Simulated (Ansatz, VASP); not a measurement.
## Te: VASP beside Ansatz

```
Te
1.0
     3.94674    0.00000    0.00000
    -1.97337    3.41798    0.00000
     0.00000    0.00000    4.29246
Te
2
Direct
  0.33333 0.66667 0.25000
  0.66667 0.33333 0.75000
```

Alike in both runs: task single point; functional PBE; k mesh 15 × 15 × 12; occupations fermi-dirac, width 0.1 eV; no spin polarisation.

|  | VASP | Ansatz |
| --- | --- | --- |
| version | VASP 6.6.1 | Ansatz 0.2.0 |
| potentials or method | VASP PAW PBE potentials, release 64 (Te), cutoff 520 eV | plane waves (420 eV) with PAW, scalar-relativistic |
| valence electrons in the cell | 12 | 32 |

|  | VASP | Ansatz | Ansatz less VASP |
| --- | --- | --- | --- |
| pressure (GPa) | 4.8 | 4.9 | +0.06 |
| traceless stress, the component that is largest in VASP (GPa) | 1.54 | 1.53 | -0.007 |

The functional is the same, so the differences come from potentials, cutoffs and numerics. VASP's potentials hold 12 valence electrons a cell and Ansatz's 32, so a difference there can come from the potentials and not from the codes.

Spin-orbit coupling is off throughout.
